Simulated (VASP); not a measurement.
# SnSe2 (P3m1) in VASP: single point with revPBE+D3(BJ)

Aim: the single point of SnSe2 with revPBE+D3(BJ).

Everything below comes from runs of VASP 6.6.1. Logs are shortened: lines on timing, memory, paths and dates and some standing lists are left out, and cuts for length are marked.

### 1 The cell of the first run

It takes space group P3m1 (No. 156, trigonal). Conventional cell: a = 3.839 Å, b = 3.839 Å, c = 6.012 Å, α = 90.00°, β = 90.00°, γ = 120.00°. Within 3.5 Å of Sn (site symmetry 3m) lie 6 Se at 2.63 to 2.84 Å. Within 3.9 Å of Se (site symmetry 3m) lie 3 Sn at 2.84 Å and 12 Se at 3.59 to 3.88 Å. Within 3.6 Å of Se (site symmetry 3m) lie 3 Sn at 2.63 Å and 3 Se at 3.59 Å.

### 2 Single point, revPBE+D3(BJ)

Contents of INCAR:

```
SYSTEM = SnSe2
PREC = Accurate ; ENCUT = 520
EDIFF = 1E-6 ; ISMEAR = 0
SIGMA = 0.03 ; LREAL = .FALSE.
LASPH = .TRUE. ; NELM = 60
ALGO = Normal ; ISIF = 2
LWAVE = .FALSE. ; LCHARG = .FALSE.
GGA = RE ; IVDW = 12
NBANDS = 20
```

Contents of KPOINTS:

```
Automatic mesh
0
G
  12 12 6
  0 0 0
```

Contents of POSCAR:

```
SnSe2
1.0
    3.8390485956      0.0000000000      0.0000000000
   -1.9195242978      3.3247136102      0.0000000000
    0.0000000000      0.0000000000      6.0116311105
Sn Se
1 2
Direct
    0.0000000000      0.0000000000     -0.0166344205
    0.3333333333      0.6666666667      0.2776555100
    0.6666666667      0.3333333333      0.7473495180
```

Potentials or basis: VASP PAW PBE potentials, release 64 (Sn_d, Se).

Command:

```sh
$ cat potpaw_PBE.64/Sn_d/POTCAR potpaw_PBE.64/Se/POTCAR > POTCAR
$ mpirun -np 1 vasp_std > vasp.out
```

OUTCAR:

```text
SYSTEM = SnSe2
   PREC = Accurate
   ENCUT = 520
   EDIFF = 1E-6
   ISMEAR = 0
   LREAL = .FALSE.
   LASPH = .TRUE.
   NELM = 60
   ISIF = 2
   GGA = RE
   IVDW = 12
 IVDW          = 12

 ion  position               nearest neighbor table
   1  0.000  0.000  0.983-   3 2.63   3 2.63   3 2.63   2 2.84   2 2.84   2 2.84
   2  0.333  0.667  0.278-   1 2.84   1 2.84   1 2.84
   3  0.667  0.333  0.747-   1 2.63   1 2.63   1 2.63

  LATTYP: Found a hexagonal cell.
 ALAT       =     3.8390485956
 C/A-ratio  =     1.5659169090

  Lattice vectors:

 A1 = (   3.8390485956,   0.0000000000,   0.0000000000)
 A2 = (  -1.9195242978,   3.3247136102,   0.0000000000)
 A3 = (   0.0000000000,   0.0000000000,   6.0116311105)

Analysis of symmetry for initial positions (statically):
=====================================================================
 Subroutine PRICEL returns:
 Original cell was already a primitive cell.

 Routine SETGRP: Setting up the symmetry group for a
 hexagonal supercell.

 Subroutine GETGRP returns: Found  6 space group operations
 (whereof  6 operations were pure point group operations)
 out of a pool of 24 trial point group operations.

The static configuration has the point symmetry C_3v.

Analysis of symmetry for dynamics (positions and initial velocities):
=====================================================================
 Subroutine PRICEL returns:
 Original cell was already a primitive cell.

 Routine SETGRP: Setting up the symmetry group for a
 hexagonal supercell.

 Subroutine GETGRP returns: Found  6 space group operations
 (whereof  6 operations were pure point group operations)
 out of a pool of 24 trial point group operations.

The dynamic configuration has the point symmetry C_3v.

 Subroutine INISYM returns: Found  6 space group operations
 (whereof  6 operations are pure point group operations),
 and found     1 'primitive' translations

----------------------------------------------------------------------------------------

                                     Primitive cell

  volume of cell :      76.7309

  direct lattice vectors                    reciprocal lattice vectors
     3.839048596  0.000000000  0.000000000     0.260481204  0.150388893  0.000000000
    -1.919524298  3.324713610  0.000000000     0.000000000  0.300777786  0.000000000
     0.000000000  0.000000000  6.011631110     0.000000000  0.000000000  0.166344205

  length of vectors
     3.839048596  3.839048596  6.011631110     0.300777786  0.300777786  0.166344205

  position of ions in fractional coordinates (direct lattice)
     0.000000000  0.000000000  0.983365580
     0.333333333  0.666666667  0.277655510
     0.666666667  0.333333333  0.747349518

  ion indices of the primitive-cell ions
   primitive index   ion index
                 1           1
                 2           2
                 3           3

----------------------------------------------------------------------------------------

 KPOINTS: Automatic mesh

Automatic generation of k-mesh.
 Grid dimensions read from file:
 generate k-points for:   12   12    6

 Generating k-lattice:

  Cartesian coordinates                     Fractional coordinates (reciprocal lattice)
     0.021706767  0.012532408  0.000000000     0.083333333 -0.000000000  0.000000000
     0.000000000  0.025064816  0.000000000     0.000000000  0.083333333  0.000000000
     0.000000000  0.000000000  0.027724034     0.000000000  0.000000000  0.166666667

  Length of vectors
     0.025064816  0.025064816  0.027724034

  Shift w.r.t. Gamma in fractional coordinates (k-lattice)
     0.000000000  0.000000000  0.000000000

 Subroutine IBZKPT returns following result:
 ===========================================

 Found    100 irreducible k-points:

 Following reciprocal coordinates:
            Coordinates               Weight
  0.000000  0.000000  0.000000      1.000000
  0.083333 -0.000000  0.000000      6.000000
  0.166667 -0.000000  0.000000      6.000000
  0.250000 -0.000000  0.000000      6.000000
  0.333333 -0.000000  0.000000      6.000000
  0.416667 -0.000000  0.000000      6.000000
[... 16 lines left out ...]
  0.166667 -0.000000  0.166667      6.000000
  0.000000  0.166667  0.166667      6.000000
 [... further k-points ...]
   k-points           NKPTS =    100   k-points in BZ     NKDIM =    100   number of bands    NBANDS=     20
   number of dos      NEDOS =    301   number of ions     NIONS =      3
   total plane-waves  NPLWV =  43200
   dimension x,y,z NGX =    30 NGY =   30 NGZ =   48
   dimension x,y,z NGXF=    60 NGYF=   60 NGZF=   96
   ions per type =               1   2
   NGX,Y,Z   is equivalent  to a cutoff of  12.99, 12.99, 13.27 a.u.
   NGXF,Y,Z  is equivalent  to a cutoff of  25.98, 25.98, 26.55 a.u.
 SYSTEM =  SnSe2
   PREC   = accura    normal or accurate (medium, high low for compatibility)
   ISTART =      0    job   : 0-new  1-cont  2-samecut
   ICHARG =      2    charge: 1-file 2-atom 10-const
   ISPIN  =      1    spin polarized calculation?
   LNONCOLLINEAR =      F non collinear calculations
   LSORBIT =      F    spin-orbit coupling
   LASPH  =      T    aspherical Exc in radial PAW
   ENCUT  =  520.0 eV  38.22 Ry    6.18 a.u.   7.14  7.14 11.18*2*pi/ulx,y,z
   NELM   =     60;   NELMIN=  2; NELMDL= -5     # of ELM steps
   EDIFF  = 0.1E-05   stopping-criterion for ELM
   LREAL  =      F    real-space projection
   EDIFFG = 0.1E-04   stopping-criterion for IOM
   NSW    =      0    number of steps for IOM
   IBRION =     -1    ionic relax: 0-MD 1-quasi-New 2-CG
   NFREE  =      0    steps in history (QN), initial steepest desc. (CG)
   ISIF   =      2    stress and relaxation
   ISYM   =      2    0-nonsym 1-usesym 2-fastsym
   POTIM  = 0.5000    time-step for ionic-motion
   TEBEG  =    0.0;   TEEND  =   0.0 temperature during run
   PSTRESS=    0.0 pullay stress
   NELECT =      26.0000    total number of electrons
   NUPDOWN=      -1.0000    fix difference up-down
   EMIN   =  10.00;   EMAX   =-10.00  energy-range for DOS
   EFERMI =   0.00;   METHOD = LEGACY
   ISMEAR =     0;   SIGMA  =   0.03  broadening in eV -4-tet -1-fermi 0-gaus
   EFERMI_NEDOS =   21; number of points for ismear=-14 and -15
   IALGO  =     38    algorithm
   IMIX   =      4    mixing-type and parameters
     AMIX     =   0.40;   BMIX     =  1.00
     AMIX_MAG =   1.60;   BMIX_MAG =  1.00
  volume/ion in A,a.u.               =      25.58       172.60
  Fermi-wavevector in a.u.,A,eV,Ry     =   1.141325  2.156791 17.723250  1.302622
  Thomas-Fermi vector in A             =   2.278025
   LORBIT       =      0    0 simple, 1 ext, 2 COOP (PROOUT), +10 PAW based schemes
   GGA     = RE    functional components
   LHFCALC =     F    Hartree Fock is set to
   AEXX    =    0.0000 exact exchange contribution
   IVDW    =    12    specifies the selected vdW correction
   LEPSILON=     F    determine dielectric tensor
   LRPA    =     F    only Hartree local field effects (RPA)
 non-spin polarized calculation
 Gauss-broadening in eV      SIGMA  =   0.03
  energy-cutoff  :      520.00
  volume of cell :       76.73
 maximum number of plane-waves:      2098
 NGX is ok and might be reduce to    30
   NGX = 15   NGY = 15   NGZ = 23

 number of electron      25.9999991 magnetization

 Free energy of the ion-electron system (eV)
  ---------------------------------------------------
  ext. energy  EPLUGINS =         0.00000000
  ---------------------------------------------------
  free energy    TOTEN  =       -10.66089698 eV

  energy without entropy =      -10.66089698  energy(sigma->0) =      -10.66089698

 E-fermi :   4.7432     XC(G=0):  -9.4475

 val. band max:        4.6118647710   @ k =   0.0000   0.0000   0.5000
 cond. band min:       4.8893434545   @ k =   0.0000   0.4167   0.3333
 fundamental gap:      0.2774786835
 Fermi energy:         4.7432330350

 k-point     1 :       0.0000    0.0000    0.0000
  band No.  band energies     occupation
      1     -17.0124      2.00000
      2     -17.0124      2.00000
      3     -16.9748      2.00000
      4     -16.9621      2.00000
      5     -16.9621      2.00000
      6      -9.6876      2.00000
[... 12 lines left out ...]
     19      13.4244      0.00000
     20      13.4244      0.00000

 k-point     2 :       0.0833   -0.0000    0.0000
  band No.  band energies     occupation
      1     -17.0153      2.00000
      2     -17.0098      2.00000
      3     -16.9729      2.00000
      4     -16.9638      2.00000
      5     -16.9620      2.00000
      6      -9.6208      2.00000
[... 12 lines left out ...]
     19      12.9119      0.00000
     20      13.4181      0.00000

 k-point     3 :       0.1667   -0.0000    0.0000
  band No.  band energies     occupation
      1     -17.0239      2.00000
      2     -17.0034      2.00000
      3     -16.9704      2.00000
      4     -16.9650      2.00000
      5     -16.9611      2.00000
      6      -9.4259      2.00000
[... 12 lines left out ...]
     19      12.6452      0.00000
     20      13.4335      0.00000

 k-point     4 :       0.2500   -0.0000    0.0000
  band No.  band energies     occupation
      1     -17.0365      2.00000
      2     -16.9963      2.00000
      3     -16.9749      2.00000
      4     -16.9581      2.00000
      5     -16.9577      2.00000
      6      -9.1220      2.00000
[... 12 lines left out ...]
     19      12.6171      0.00000
     20      13.8134      0.00000

 k-point     5 :       0.3333   -0.0000    0.0000
  band No.  band energies     occupation
      1     -17.0497      2.00000
      2     -16.9916      2.00000
      3     -16.9798      2.00000
      4     -16.9526      2.00000
      5     -16.9495      2.00000
      6      -8.7525      2.00000
[... 12 lines left out ...]
     19      13.2942      0.00000
     20      14.6676      0.00000
[... 353 lines left out ...]
      6      -9.5831      2.00000
[... 12 lines left out ...]
     19      12.7795      0.00000
     20      13.4313      0.00000

 k-point    22 :       0.0000    0.0833    0.1667
  band No.  band energies     occupation
      1     -17.0153      2.00000
      2     -17.0098      2.00000
      3     -16.9729      2.00000
      4     -16.9638      2.00000
      5     -16.9620      2.00000
      6      -9.5830      2.00000
[... 12 lines left out ...]
     19      12.7995      0.00000
     20      13.0807      0.00000

 k-point    23 :       0.1667   -0.0000    0.1667
  band No.  band energies     occupation
      1     -17.0239      2.00000
      2     -17.0034      2.00000
      3     -16.9703      2.00000
      4     -16.9650      2.00000
      5     -16.9611      2.00000
      6      -9.3895      2.00000
[... 12 lines left out ...]
     19      12.8647      0.00000
     20      13.4122      0.00000

 k-point    24 :       0.0000    0.1667    0.1667
  band No.  band energies     occupation
      1     -17.0239      2.00000
      2     -17.0034      2.00000
      3     -16.9704      2.00000
      4     -16.9650      2.00000
      5     -16.9611      2.00000
      6      -9.3892      2.00000
[... 12 lines left out ...]
     19      12.4854      0.00000
     20      13.1520      0.00000

 [... further k-points ...]

------------------------ aborting loop because EDIFF is reached ----------------------------------------

 Edisp (eV)   -2.09906

 E8    (eV) :    -1.4731

  FORCE on cell =-STRESS in cart. coord.  units (eV):
  Direction    XX          YY          ZZ          XY          YZ          ZX
  --------------------------------------------------------------------------------------
  -------------------------------------------------------------------------------------
  Total       0.19952     0.19952    -0.50905     0.00000     0.00000     0.00000
  in kB       4.16598     4.16598   -10.62922     0.00000     0.00000     0.00000
  external pressure =       -0.77 kB  Pullay stress =        0.00 kB

 VOLUME and BASIS-vectors are now :
 -----------------------------------------------------------------------------
  energy-cutoff  :      520.00
  volume of cell :       76.73
      direct lattice vectors                 reciprocal lattice vectors
     3.839048596  0.000000000  0.000000000     0.260481204  0.150388893  0.000000000
    -1.919524298  3.324713610  0.000000000     0.000000000  0.300777786  0.000000000
     0.000000000  0.000000000  6.011631110     0.000000000  0.000000000  0.166344205

 POSITION                                       TOTAL-FORCE (eV/Angst)
 -----------------------------------------------------------------------------------
      0.00000      0.00000      5.91163         0.000000     -0.000000      2.514310
     -0.00000      2.21648      1.66916        -0.000000      0.000000     -1.073171
      1.91952      1.10824      4.49279         0.000000     -0.000000     -1.441139
 -----------------------------------------------------------------------------------
    total drift:                               -0.000000     -0.000000     -0.000770

  FREE ENERGIE OF THE ION-ELECTRON SYSTEM (eV)
  ---------------------------------------------------
  free  energy   TOTEN  =       -12.7599528971 eV

  energy  without entropy=      -12.7599528971  energy(sigma->0) =      -12.75995290
```

Run time: 3.2 min. Hardware: 1 thread of AMD EPYC 7R13, shared host; peak memory 0.28 GiB.

What came out:

```yaml
Free_energy: -12.7600 eV
Pressure: -0.1 GPa
Largest_force: 2.514 eV/Å
Band_gap_on_the_k_mesh: 0.28 eV (least direct gap 0.63 eV)
Dispersion_energy_per_atom: -0.700 eV
```

Forces in eV/Å, atoms in the order of the input:
```
Sn   0.000  0.000  2.514
Se   0.000  0.000 -1.073
Se   0.000  0.000 -1.441
```

Stress tensor (GPa, compression positive):
```
 0.42  0.00  0.00
 0.00  0.42  0.00
 0.00  0.00 -1.06
```

Caveat: the PAW data sets were made with another functional, which shifts forces and pressure a little; spin-orbit coupling is left out, which moves the levels of the heavy elements.
